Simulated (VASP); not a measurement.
Input of a VASP 6.6.1 run:

INCAR

```
ALGO     = Normal         # electronic algorithm
EDIFF    = 1E-7           # SCF threshold, eV
ENCUT    = 520            # plane-wave cutoff, eV
ISIF     = 2              # what is computed and relaxed
ISMEAR   = -1             # smearing method
LASPH    = True           # aspherical terms in the spheres
LCHARG   = False          # write CHGCAR
LREAL    = False          # projectors in reciprocal space
LWAVE    = False          # write WAVECAR
NBANDS   = 21             # bands
NELM     = 60             # most SCF steps
PREC     = Accurate       # precision mode
SIGMA    = 0.05           # smearing width, eV
```

File KPOINTS:

```
k-points
0
Gamma
  7 7 7
```

The input POSCAR:

```
Pb
1.0
    0.0000000000      3.0982053657      3.0982053657
    3.0982053657      0.0000000000      3.0982053657
    3.0982053657      3.0982053657      0.0000000000
Pb
2
Direct
    0.2500000000      0.2500000000      0.2500000000
    0.0000000000      0.0000000000      0.0000000000
```

Potentials or basis: VASP PAW LDA potentials, release 64 (Pb_d).

Launch:

```bash
$ cat potpaw_LDA.64/Pb_d/POTCAR > POTCAR
$ mpirun -np 1 vasp_std > vasp.out
```

Estimate the pressure.

20.2 GPa.

Estimate the band gap on the k mesh.

zero (bands 14 and 15 overlap by 1.26 eV).

Caveat: the cell stands under pressure; spin-orbit coupling is left out, which moves the levels of the heavy elements.
